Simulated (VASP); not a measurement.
Set up this calculation in VASP 6.6.1, as the native input.

| Property | Result |
| --- | --- |
| Task | relaxation of cell and atoms |
| Functional | PBE |
| Potentials or basis | VASP PAW PBE potentials, release 64 (La, Nb_sv, N) |
| Cutoff | 600 eV |
| k mesh | 6 × 6 × 4 |
| Occupations | gaussian, width 0.1 eV |
| Spin | no spin polarisation |
| Dipole correction | no |
| Further INCAR settings | ALGO = Normal; EDIFF = 1e-06; IBRION = 2; EDIFFG = -0.04; NSW = 90; ISIF = 3 |

The structure of LaNb2N2 lies in POSCAR:

```
LaNb2N2
1.0
    4.0210742300      0.0000000000      0.0000000000
   -2.0105371200      3.4823524300      0.0000000000
    0.0000000000      0.0000000000      6.6778667100
La Nb N
1 2 2
Direct
    0.0000000000      0.0000000000      0.0000000000
    0.3333333300      0.6666666700      0.6319038900
    0.6666666700      0.3333333300      0.3680961100
    0.3333333300      0.6666666700      0.2520079600
    0.6666666700      0.3333333300      0.7479920400
```

The cell was generated, and may not be a known phase.

These files were run (other wordings do the same):

INCAR

```
SYSTEM = LaNb2N2
  ALGO = Normal
  EDIFF = 1E-6
  EDIFFG = -0.04
  ENCUT = 600
  GGA = PE
  IBRION = 2
  ISIF = 3
  ISMEAR = 0
  LASPH = .True.
  LCHARG = .False.
  LREAL = .False.
  LWAVE = .False.
  NELM = 80
  NSW = 90
  PREC = Accurate
  SIGMA = 0.1
```

KPOINTS

```
k-points
0
Gamma
  6 6 4
  0 0 0
```

Potentials or basis: VASP PAW PBE potentials, release 64 (La, Nb_sv, N).

Launch:

```console
$ cat potpaw_PBE.64/La/POTCAR potpaw_PBE.64/Nb_sv/POTCAR potpaw_PBE.64/N/POTCAR > POTCAR
$ mpirun -np 1 vasp_std > vasp.out
```

It gave:

| Item | Value |
| --- | --- |
| Relaxed volume | 15.26 Å³/atom |
| Relaxed cell | a = 3.614 Å, b = 3.614 Å, c = 6.748 Å, α = 90.00°, β = 90.00°, γ = 120.00° |
| Space group after relaxing (to 0.1 Å) | P-3m1 (No. 164) |
| Energy gained by relaxing | 492.1 meV/atom |
| Ionic steps | 14 |
| Pressure after relaxing | 0.0 GPa |
| Largest force after relaxing | 0.033 eV/Å |
| Band gap on the k mesh | zero (an odd number of electrons rules out a gap without spin polarisation) |

Caveat: the volume moved by over 15 % at a fixed basis, so the end points are rough; spin-orbit coupling is left out, which moves the levels of the heavy elements.

It took 6.7 min on 1 thread of Intel(R) Xeon(R) 6975P-C (Granite Rapids), with other jobs on the host, peak memory 0.3 GiB.
